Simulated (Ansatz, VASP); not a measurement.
# YN: VASP beside Ansatz

File INCAR:

```
SYSTEM = YN
PREC = Accurate
ENCUT = 600
EDIFF = 1E-6
ISMEAR = 0
SIGMA = 0.01
LREAL = .False.
LASPH = .True.
NELM = 120
ALGO = Normal
ISIF = 2
LWAVE = .False.
LCHARG = .False.
GGA = PE
NBANDS = 15
GGA_COMPAT = .False.
```

The input KPOINTS:

```
Automatic mesh
0
Gamma
  8 8 8
  0 0 0
```

File POSCAR:

```
YN
1.0
    0.0000000000      2.4031017109      2.4031017109
    2.4031017109      0.0000000000      2.4031017109
    2.4031017109      2.4031017109      0.0000000000
Y N
1 1
Direct
    0.0000000000      0.0000000000      0.0000000000
    0.5000000000      0.5000000000      0.5000000000
```

Input for Ansatz:

```yaml
crystal:
  lattice:
    - [0.0, 2.4031017109, 2.4031017109]
    - [2.4031017109, 0.0, 2.4031017109]
    - [2.4031017109, 2.4031017109, 0.0]
  atoms:
    - { symbol: "Y", position: [0.0, 0.0, 0.0] }
    - { symbol: "N", position: [0.5, 0.5, 0.5] }
kpoints:
  mp_grid: { grid: [8, 8, 8] }
hamiltonian:
  xc: pbe
scf:
  occupations: { method: fixed }
  n_extra_bands: 4
output:
  forces: true
  stress: true
  eigenvalues: true
```

Alike in both runs: task single point; functional PBE; k mesh 8 × 8 × 8; no spin polarisation.

|  | VASP | Ansatz |
| --- | --- | --- |
| version | VASP 6.6.1 | Ansatz 0.2.0 |
| potentials or method | VASP PAW PBE potentials, release 64 (Y_sv, N) | plane waves, PAW |
| plane-wave cutoff (eV) | 600 | 420 |
| occupations | gaussian, width 0.01 eV | fixed |
| valence electrons in the cell | 16 | 16 |

```tsv
	VASP	Ansatz	Ansatz less VASP
gap on the k mesh at the Fermi level (eV)	0.09	0.09	+0.003
pressure (GPa)	10.9	11.2	+0.32
```
